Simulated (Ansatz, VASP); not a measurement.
**One calculation of Ba3Si, two programs**

INCAR

```
ALGO = Normal
EDIFF = 1E-6
ENCUT = 520
GGA = PE
ISIF = 2
ISMEAR = 0
LASPH = True
LCHARG = False
LREAL = False
LWAVE = False
NBANDS = 25
NELM = 60
PREC = Accurate
SIGMA = 0.05
```

Contents of KPOINTS:

```
k-points
0
Gamma
  6 6 6
```

Contents of POSCAR:

```
Ba3Si
1.0
    5.2827944499      0.0000000000      0.0000000000
    0.0000000000      5.2827944499      0.0000000000
    0.0000000000      0.0000000000      5.2827944499
Ba Si
3 1
Direct
    0.0000000000      0.5000000000      0.5000000000
    0.5000000000      0.5000000000      0.0000000000
    0.5000000000      0.0000000000      0.5000000000
    0.0000000000      0.0000000000      0.0000000000
```

Input for Ansatz:

```yaml
crystal:
  lattice:
    - [5.2827944499, 0.0, 0.0]
    - [0.0, 5.2827944499, 0.0]
    - [0.0, 0.0, 5.2827944499]
  atoms:
    - { symbol: Ba, position: [0.0, 0.5, 0.5] }
    - { symbol: Ba, position: [0.5, 0.5, 0.0] }
    - { symbol: Ba, position: [0.5, 0.0, 0.5] }
    - { symbol: Si, position: [0.0, 0.0, 0.0] }
basis:
  ecutwfc: 420
  ecutrho_ratio: 4
kpoints:
  mp_grid: { grid: [6, 6, 6] }
hamiltonian:
  xc: pbe
scf:
  occupations: { method: gaussian, width: 0.05 }
output:
  forces: true
  stress: true
  eigenvalues: true
```

Alike in both runs: task single point; functional PBE; k mesh 6 × 6 × 6; occupations gaussian, width 0.05 eV; no spin polarisation.

|  | VASP | Ansatz |
| --- | --- | --- |
| version | VASP 6.6.1 | Ansatz 0.2.0 |
| potentials or method | VASP PAW PBE potentials, release 64 (Ba_sv, Si), cutoff 520 eV | scalar-relativistic, plane waves, PAW |
| valence electrons in the cell | 34 | 34 |

|  | VASP | Ansatz | Ansatz less VASP |
| --- | --- | --- | --- |
| gap on the k mesh at the Fermi level (eV) | none | none | - |
| pressure (GPa) | 1.7 | 1.2 | -0.50 |

A gap of «none» marks a metal or a gap that the smearing closes.

Neither program's run includes spin-orbit coupling.
